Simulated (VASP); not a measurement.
# Hf: single point with PBE

The system is Hf.

```
CELL_PARAMETERS angstrom
3.20451 0.00000 0.00000
-1.60225 2.77518 0.00000
0.00000 0.00000 5.07382
ATOMIC_POSITIONS crystal
Hf 0.33333 0.66667 0.25000
Hf 0.66667 0.33333 0.75000
```

| Item | Value |
| --- | --- |
| Program | VASP 6.6.1 |
| Task | single point |
| Functional | PBE |
| Potentials or basis | VASP PAW PBE potentials, release 64 (Hf_pv) |
| Cutoff | 520 eV |
| k mesh | 11 × 11 × 6 |
| Occupations | methfessel-paxton, width 0.03 eV |
| Spin | no spin polarisation |

```json
{
  "Pressure": "-0.3 GPa",
  "Band gap on the k mesh": "zero (bands 10 and 11 overlap by 1.48 eV)"
}
```

Levels at points of the mesh, in eV from the Fermi level:
| k point | band 7 | band 8 | band 9 | band 10 | band 11 | band 12 | band 13 | band 14 |
| --- | --- | --- | --- | --- | --- | --- | --- | --- |
| (0.00, 0.00, 0.00) | -7.31 | -3.65 | 0.65 | 1.22 | 1.22 | 1.48 | 2.02 | 2.02 |
| (0.00, 0.00, 0.50) | -5.35 | -5.35 | 0.18 | 0.18 | 1.11 | 1.11 | 1.11 | 1.11 |

Run time: 14 s on 1 thread of Intel(R) Xeon(R) 6975P-C (Granite Rapids), with other jobs on the host, peak memory 0.18 GiB.

Caveat: spin-orbit coupling is left out, which moves the levels of the heavy elements.
